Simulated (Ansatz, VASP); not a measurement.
**One calculation of C, two programs**

```
CELL_PARAMETERS angstrom
8.40413 0.00000 0.00000
8.04222 2.43968 0.00000
8.04222 1.19300 2.12810
ATOMIC_POSITIONS crystal
C 0.91283 0.91283 0.91283
C 0.24615 0.24615 0.24615
C 0.75385 0.75385 0.75385
C 0.08717 0.08717 0.08717
```

Alike in both runs: task single point; functional LDA; k mesh 10 × 10 × 10; no spin polarisation.

|  | VASP | Ansatz |
| --- | --- | --- |
| version | VASP 6.6.1 | Ansatz 0.2.0 |
| potentials or method | VASP PAW LDA potentials, release 64 (C) | plane waves, PAW |
| plane-wave cutoff (eV) | 600 | 420 |
| occupations | methfessel-paxton of order 1, width 0.05 eV | cold, width 0.05 eV |
| valence electrons in the cell | 16 | 16 |

|  | VASP | Ansatz | Ansatz less VASP |
| --- | --- | --- | --- |
| pressure (GPa) | -5.9 | -6.2 | -0.26 |
| traceless stress, the component that is largest in VASP (GPa) | 4.60 | 5.15 | +0.544 |

LDA's correlation is that of Perdew and Zunger in VASP and of Perdew and Wang (1992) in Ansatz.
